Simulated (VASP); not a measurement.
# HfC (Fm-3m) in VASP: further runs

Runs on HfC. Level: PBEsol. Tasks: electric field gradients.

Everything below comes from runs of VASP 6.6.1. Logs are shortened: lines on timing, memory, paths and dates and some standing lists are left out, and cuts for length are marked.

## Step 1: The cell of the first run

It takes space group Fm-3m (No. 225, cubic). Conventional cell: a = 4.555 Å, b = 4.555 Å, c = 4.555 Å, α = 90.00°, β = 90.00°, γ = 90.00°. Hf (site symmetry m-3m) has 6 C at 2.28 Å within 3.0 Å. C (site symmetry m-3m) has 6 Hf at 2.28 Å within 3.0 Å.

## Step 2: Electric field gradients, PBEsol (11.81 Å³/atom)

The input, INCAR:

```
SYSTEM = HfC
ALGO = Normal
EDIFF = 1E-8
ENCUT = 520
GGA = PS
GGA_COMPAT = .FALSE.
ISIF = 2
ISMEAR = -1
LASPH = .TRUE.
LCHARG = .FALSE.
LEFG = .TRUE.
LREAL = .FALSE.
LWAVE = .FALSE.
NBANDS = 14
NELM = 120
PREC = Accurate
SIGMA = 0.05
```

The input, KPOINTS:

```
k-points
0
G
  15 15 15
  0 0 0
```

The input, POSCAR:

```
HfC
1.0
    0.0000000000      2.2775377028      2.2775377028
    2.2775377028      0.0000000000      2.2775377028
    2.2775377028      2.2775377028      0.0000000000
Hf C
1 1
Direct
    0.5000000000      0.5000000000      0.5000000000
    0.0000000000      0.0000000000      0.0000000000
```

Potentials or basis: VASP PAW PBE potentials, release 64 (Hf_pv, C).

Command:

```sh
> cat potpaw_PBE.64/Hf_pv/POTCAR potpaw_PBE.64/C/POTCAR > POTCAR
> mpirun -np 1 vasp_std > vasp.out
```

OUTCAR:

```text
SYSTEM = HfC
   EDIFF = 1E-8
   ENCUT = 520
   GGA = PS
   ISIF = 2
   ISMEAR = -1
   LASPH = .TRUE.
   LREAL = .FALSE.
   NELM = 120
   PREC = Accurate

 ion  position               nearest neighbor table
   1  0.500  0.500  0.500-   2 2.28   2 2.28   2 2.28   2 2.28   2 2.28   2 2.28
   2  0.000  0.000  0.000-   1 2.28   1 2.28   1 2.28   1 2.28   1 2.28   1 2.28

  LATTYP: Found a face centered cubic cell.
 ALAT       =     4.5550754056

  Lattice vectors:

 A1 = (   0.0000000000,   2.2775377028,   2.2775377028)
 A2 = (   2.2775377028,   0.0000000000,   2.2775377028)
 A3 = (   2.2775377028,   2.2775377028,   0.0000000000)

Analysis of symmetry for initial positions (statically):
=====================================================================
 Subroutine PRICEL returns:
 Original cell was already a primitive cell.

 Routine SETGRP: Setting up the symmetry group for a
 face centered cubic supercell.

 Subroutine GETGRP returns: Found 48 space group operations
 (whereof 48 operations were pure point group operations)
 out of a pool of 48 trial point group operations.

The static configuration has the point symmetry O_h .

Analysis of symmetry for dynamics (positions and initial velocities):
=====================================================================
 Subroutine PRICEL returns:
 Original cell was already a primitive cell.

 Routine SETGRP: Setting up the symmetry group for a
 face centered cubic supercell.

 Subroutine GETGRP returns: Found 48 space group operations
 (whereof 48 operations were pure point group operations)
 out of a pool of 48 trial point group operations.

The dynamic configuration has the point symmetry O_h .

 Subroutine INISYM returns: Found 48 space group operations
 (whereof 48 operations are pure point group operations),
 and found     1 'primitive' translations

----------------------------------------------------------------------------------------

                                     Primitive cell

  volume of cell :      23.6280

  direct lattice vectors                    reciprocal lattice vectors
     0.000000000  2.277537703  2.277537703    -0.219535334  0.219535334  0.219535334
     2.277537703  0.000000000  2.277537703     0.219535334 -0.219535334  0.219535334
     2.277537703  2.277537703  0.000000000     0.219535334  0.219535334 -0.219535334

  length of vectors
     3.220924708  3.220924708  3.220924708     0.380246352  0.380246352  0.380246352

  position of ions in fractional coordinates (direct lattice)
     0.500000000  0.500000000  0.500000000
     0.000000000  0.000000000  0.000000000

  ion indices of the primitive-cell ions
   primitive index   ion index
                 1           1
                 2           2

----------------------------------------------------------------------------------------

 KPOINTS: k-points

Automatic generation of k-mesh.
 Grid dimensions read from file:
 generate k-points for:   15   15   15

 Generating k-lattice:

  Cartesian coordinates                     Fractional coordinates (reciprocal lattice)
    -0.014635689  0.014635689  0.014635689     0.066666667  0.000000000  0.000000000
     0.014635689 -0.014635689  0.014635689     0.000000000  0.066666667  0.000000000
     0.014635689  0.014635689 -0.014635689     0.000000000  0.000000000  0.066666667

  Length of vectors
     0.025349757  0.025349757  0.025349757

  Shift w.r.t. Gamma in fractional coordinates (k-lattice)
     0.000000000  0.000000000  0.000000000

 Subroutine IBZKPT returns following result:
 ===========================================

 Found    120 irreducible k-points:

 Following reciprocal coordinates:
            Coordinates               Weight
  0.000000  0.000000  0.000000      1.000000
  0.066667  0.000000  0.000000      8.000000
  0.133333  0.000000  0.000000      8.000000
  0.200000  0.000000  0.000000      8.000000
  0.266667  0.000000  0.000000      8.000000
  0.333333  0.000000  0.000000      8.000000
[... 16 lines left out ...]
  0.133333  0.133333  0.000000      6.000000
  0.200000  0.133333  0.000000     24.000000
 [... further k-points ...]
   k-points           NKPTS =    120   k-points in BZ     NKDIM =    120   number of bands    NBANDS=     14
   number of dos      NEDOS =    301   number of ions     NIONS =      2
   total plane-waves  NPLWV =  13824
   dimension x,y,z NGX =    24 NGY =   24 NGZ =   24
   dimension x,y,z NGXF=    48 NGYF=   48 NGZF=   48
   ions per type =               1   1
   NGX,Y,Z   is equivalent  to a cutoff of  12.39, 12.39, 12.39 a.u.
   NGXF,Y,Z  is equivalent  to a cutoff of  24.77, 24.77, 24.77 a.u.
 SYSTEM =  HfC
   PREC   = accura    normal or accurate (medium, high low for compatibility)
   ISTART =      0    job   : 0-new  1-cont  2-samecut
   ICHARG =      2    charge: 1-file 2-atom 10-const
   ISPIN  =      1    spin polarized calculation?
   LNONCOLLINEAR =      F non collinear calculations
   LSORBIT =      F    spin-orbit coupling
   LASPH  =      T    aspherical Exc in radial PAW
   ENCUT  =  520.0 eV  38.22 Ry    6.18 a.u.   5.99  5.99  5.99*2*pi/ulx,y,z
   NELM   =    120;   NELMIN=  2; NELMDL= -5     # of ELM steps
   EDIFF  = 0.1E-07   stopping-criterion for ELM
   LREAL  =      F    real-space projection
   EDIFFG = 0.1E-06   stopping-criterion for IOM
   NSW    =      0    number of steps for IOM
   IBRION =     -1    ionic relax: 0-MD 1-quasi-New 2-CG
   NFREE  =      0    steps in history (QN), initial steepest desc. (CG)
   ISIF   =      2    stress and relaxation
   ISYM   =      2    0-nonsym 1-usesym 2-fastsym
   POTIM  = 0.5000    time-step for ionic-motion
   TEBEG  =    0.0;   TEEND  =   0.0 temperature during run
   PSTRESS=    0.0 pullay stress
   NELECT =      14.0000    total number of electrons
   NUPDOWN=      -1.0000    fix difference up-down
   EMIN   =  10.00;   EMAX   =-10.00  energy-range for DOS
   EFERMI =   0.00;   METHOD = LEGACY
   ISMEAR =    -1;   SIGMA  =   0.05  broadening in eV -4-tet -1-fermi 0-gaus
   EFERMI_NEDOS =   21; number of points for ismear=-14 and -15
   IALGO  =     38    algorithm
   IMIX   =      4    mixing-type and parameters
     AMIX     =   0.40;   BMIX     =  1.00
     AMIX_MAG =   1.60;   BMIX_MAG =  1.00
  volume/ion in A,a.u.               =      11.81        79.72
  Fermi-wavevector in a.u.,A,eV,Ry     =   1.375019  2.598409 25.724214  1.890676
  Thomas-Fermi vector in A             =   2.500393
   LORBIT       =      0    0 simple, 1 ext, 2 COOP (PROOUT), +10 PAW based schemes
   GGA     = PS    functional components
   LHFCALC =     F    Hartree Fock is set to
   AEXX    =    0.0000 exact exchange contribution
   IVDW    =     0    specifies the selected vdW correction
   LEPSILON=     F    determine dielectric tensor
   LRPA    =     F    only Hartree local field effects (RPA)
 non-spin polarized calculation
  energy-cutoff  :      520.00
  volume of cell :       23.63
 maximum number of plane-waves:       650
   NGX = 11   NGY = 11   NGZ = 11

 number of electron      14.0000000 magnetization

 Free energy of the ion-electron system (eV)
  ---------------------------------------------------
  ext. energy  EPLUGINS =         0.00000000
  ---------------------------------------------------
  free energy    TOTEN  =       -22.17488273 eV

  energy without entropy =      -22.17203643  energy(sigma->0) =      -22.17345958

 E-fermi :   6.2571     XC(G=0): -12.7278

 val. band max:        6.1980899727   @ k =   0.1333   0.1333   0.0000
 cond. band min:       6.2604270548   @ k =   0.4000   0.3333   0.0000
 fundamental gap:      0.0623370820
 Fermi energy:         6.2571460565

 k-point     1 :       0.0000    0.0000    0.0000
  band No.  band energies     occupation
      1     -22.9093      2.00000
      2     -22.9093      2.00000
      3     -22.9093      2.00000
      4      -6.3126      2.00000
      5       7.3506      0.00000
      6       7.3506      0.00000
      7       7.3506      0.00000
      8       7.6474      0.00000
      9       7.6474      0.00000
     10       7.6474      0.00000
     11       9.8455      0.00000
     12       9.8455      0.00000
     13      13.8713      0.00000
     14      17.4162      0.00000
[... 377 lines left out ...]
      1     -23.1568      2.00000
      2     -22.9825      2.00000
      3     -22.9733      2.00000
      4      -5.3148      2.00000
      5       3.6782      2.00000
      6       5.5146      2.00000
      7       5.8179      1.99969
      8       6.9854      0.00000
      9       9.9341      0.00000
     10      10.2612      0.00000
     11      11.0889      0.00000
     12      13.0634      0.00000
     13      16.4411      0.00000
     14      20.0927      0.00000

 [... further k-points ...]

------------------------ aborting loop because EDIFF is reached ----------------------------------------

  FORCE on cell =-STRESS in cart. coord.  units (eV):
  Direction    XX          YY          ZZ          XY          YZ          ZX
  --------------------------------------------------------------------------------------
  -------------------------------------------------------------------------------------
  Total        1.3096242      1.3096242      1.3096242      0.0000000     -0.0000000      0.0000000
  in kB       88.8035952     88.8035952     88.8035952      0.0000000     -0.0000000      0.0000000
  external PRESSURE =      88.8035952 kB  Pullay stress =       0.0000000 kB

 VOLUME and BASIS-vectors are now :
 -----------------------------------------------------------------------------
  energy-cutoff  :      520.00
  volume of cell :       23.63
      direct lattice vectors                 reciprocal lattice vectors
     0.000000000  2.277537703  2.277537703    -0.219535334  0.219535334  0.219535334
     2.277537703  0.000000000  2.277537703     0.219535334 -0.219535334  0.219535334
     2.277537703  2.277537703  0.000000000     0.219535334  0.219535334 -0.219535334

 POSITION                                       TOTAL-FORCE (eV/Angst)
 -----------------------------------------------------------------------------------
      2.27754      2.27754      2.27754         0.000000      0.000000     -0.000000
      0.00000      0.00000      0.00000         0.000000      0.000000      0.000000
 -----------------------------------------------------------------------------------
    total drift:                                0.000000     -0.000000      0.000000

  FREE ENERGIE OF THE ION-ELECTRON SYSTEM (eV)
  ---------------------------------------------------
  free  energy   TOTEN  =       -22.1748827280 eV

  energy  without entropy=      -22.1720364337  energy(sigma->0) =      -22.17345958

 Electric field gradients (V/A^2)
---------------------------------------------------------------------
 ion       V_xx      V_yy      V_zz      V_xy      V_xz      V_yz
---------------------------------------------------------------------
   1      -0.000    -0.000     0.000    -0.000    -0.000    -0.000
   2      -0.000     0.000    -0.000     0.000     0.000     0.000
---------------------------------------------------------------------

 Electric field gradients after diagonalization (V/A^2)
 (convention: |V_zz| > |V_xx| > |V_yy|)
----------------------------------------------------------------------
 ion       V_xx      V_yy      V_zz     asymmetry (V_yy - V_xx)/ V_zz
----------------------------------------------------------------------
   1       0.000     0.000    -0.001       0.000
   2      -0.000    -0.000     0.001       0.000
----------------------------------------------------------------------

           NMR quadrupolar parameters

 Cq : quadrupolar parameter    Cq=e*Q*V_zz/h
 eta: asymmetry parameters     (V_yy - V_xx)/ V_zz
 Q  : nuclear electric quadrupole moment in mb (millibarn)
----------------------------------------------------------------------
 ion       Cq(MHz)       eta       Q (mb)
----------------------------------------------------------------------
   1      -0.000       0.000       1.000
   2       0.000       0.000       1.000
----------------------------------------------------------------------
```

It took 50 s on 1 thread of Intel Xeon 8259CL, shared host; peak memory 0.17 GiB.

Results:

```yaml
Free_energy: -22.1749 eV
Pressure: 8.9 GPa
Band_gap_on_the_k_mesh: zero (bands 7 and 8 overlap by 1.48 eV)
Largest_electric_field_gradient_by_atom: zero within the noise of the run
```

Caveat: the cell stands under pressure; the PAW data sets were made with another functional, which shifts forces and pressure a little; spin-orbit coupling is left out, which moves the levels of the heavy elements.

(Continued in part 2 of 3.)
